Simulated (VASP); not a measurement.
A run of VASP 6.6.1 is set up as follows.

Contents of INCAR:

```
PREC = Accurate ; ENCUT = 600
EDIFF = 1E-6 ; ISMEAR = 0
SIGMA = 0.1 ; LREAL = False
LASPH = True ; NELM = 100
ALGO = Normal ; ISIF = 3
LWAVE = False ; LCHARG = False
GGA = CA ; IBRION = 2
NSW = 100 ; EDIFFG = -0.002
```

KPOINTS

```
regular mesh
0
Gamma
  9 9 6
```

The input POSCAR:

```
VSi2
1.0
    4.5347995800      0.0000000000      0.0000000000
   -2.2673997900      3.9272516400      0.0000000000
    0.0000000000      0.0000000000      6.3189006300
V Si
3 6
Direct
    0.0000000000      0.5000000000      0.1666666700
    0.5000000000      0.5000000000      0.8333333300
    0.5000000000      0.0000000000      0.5000000000
    0.8375067800      0.6750135500      0.5000000000
    0.1624932300      0.8375067800      0.8333333300
    0.6750135500      0.8375067800      0.1666666700
    0.1624932200      0.3249864500      0.5000000000
    0.8375067800      0.1624932200      0.8333333300
    0.3249864500      0.1624932300      0.1666666700
```

Potentials or basis: VASP PAW LDA potentials, release 64 (V_sv, Si).

The run is started by

```sh
$ cat potpaw_LDA.64/V_sv/POTCAR potpaw_LDA.64/Si/POTCAR > POTCAR
$ mpirun -np 1 vasp_std > vasp.out
```

(1) What does it give for the relaxed cell?

(2) What does it give for the relaxed volume?

(3) What does it give for the space group after relaxing (to 0.05 Å)?

Results:

(1) a = 4.493 Å, b = 4.493 Å, c = 6.281 Å, α = 90.00°, β = 90.00°, γ = 120.00°.

(2) 12.20 Å³/atom.

(3) P6_222 (No. 180).
